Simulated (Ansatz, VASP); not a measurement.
**CuO in VASP and in Ansatz**

```
CELL_PARAMETERS angstrom
2.04436 -2.04231 0.15961
2.04436 2.04231 0.15961
-0.39732 0.00000 5.07650
ATOMIC_POSITIONS crystal
Cu 0.00000 0.50000 0.00000
Cu 0.50000 0.00000 0.50000
O 0.50004 0.49996 0.25000
O 0.49996 0.50004 0.75000
```

Alike in both runs: task single point; functional PBEsol; k mesh 6 × 6 × 4; occupations gaussian, width 0.1 eV; no spin polarisation.

|  | VASP | Ansatz |
| --- | --- | --- |
| version | VASP 6.6.1 | Ansatz 0.2.0 |
| potentials or method | VASP PAW PBE potentials, release 64 (Cu, O), cutoff 520 eV | scalar-relativistic, plane waves, PAW |
| valence electrons in the cell | 34 | 50 |

VASP gave:

- gap on the k mesh at the Fermi level (eV): none
- pressure (GPa): 0.7
- traceless stress, the component that is largest in VASP (GPa): 0.46

**Question.** Which values does Ansatz return?

**Answer.** gap on the k mesh at the Fermi level (eV): none; pressure (GPa): 0.0; traceless stress, the component that is largest in VASP (GPa): 0.17.

VASP's potentials were made for PBE, not for PBEsol. A gap of «none» marks a metal or a gap that the smearing closes. VASP's potentials hold 34 valence electrons a cell and Ansatz's 50, so a difference there can come from the potentials and not from the codes.

The k mesh is coarse, so the values compare programs but aren't converged.
